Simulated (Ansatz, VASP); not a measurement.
# V: VASP beside Ansatz

File INCAR:

```
ALGO = Normal
EDIFF = 1E-6
ENCUT = 500
GGA = PE
GGA_COMPAT = False
ISIF = 2
ISMEAR = 0
ISPIN = 2
LASPH = True
LCHARG = False
LMAXMIX = 4
LORBIT = 11
LREAL = False
LWAVE = False
MAGMOM = 1 -1
NBANDS = 24
NELM = 200
PREC = Accurate
SIGMA = 0.05
```

KPOINTS

```
k-points
0
Gamma
  12 12 12
```

POSCAR

```
V
1.0
    2.9967702626      0.0000000000      0.0000000000
    0.0000000000      2.9967702626      0.0000000000
    0.0000000000      0.0000000000      2.9967702626
V
2
Direct
    0.0000000000      0.0000000000      0.0000000000
    0.5000000000      0.5000000000      0.5000000000
```

Input for Ansatz:

```yaml
crystal:
  lattice:
    - [2.9967702626, 0.0, 0.0]
    - [0.0, 2.9967702626, 0.0]
    - [0.0, 0.0, 2.9967702626]
  atoms:
    - { symbol: V, position: [0.0, 0.0, 0.0], spin: 1.0 }
    - { symbol: V, position: [0.5, 0.5, 0.5], spin: -1.0 }
basis:
  ecutwfc: 420
  ecutrho_ratio: 4
kpoints:
  mp_grid: { grid: [12, 12, 12] }
hamiltonian:
  xc: pbe
scf:
  occupations: { method: gaussian, width: 0.05 }
  lower_state_search: "off"
output:
  forces: true
  stress: true
  eigenvalues: true
  populations: true
magnetization:
  spin_polarized: true
```

Alike in both runs: task single point; functional PBE; k mesh 12 × 12 × 12; occupations gaussian, width 0.05 eV; collinear spin.

|  | VASP | Ansatz |
| --- | --- | --- |
| version | VASP 6.6.1 | Ansatz 0.2.0 |
| potentials or method | VASP PAW PBE potentials, release 64 (V_sv), cutoff 500 eV | scalar-relativistic, plane waves, PAW |
| valence electrons in the cell | 26 | 26 |

```csv
,VASP,Ansatz,Ansatz less VASP
gap on the k mesh at the Fermi level (eV),none,none,-
pressure (GPa),0.3,0.2,-0.11
net moment per atom (μB),0.00,0.00,0.000
```

A gap of «none» marks a metal or a gap that the smearing closes. Ansatz's warnings: seeded moment not kept.
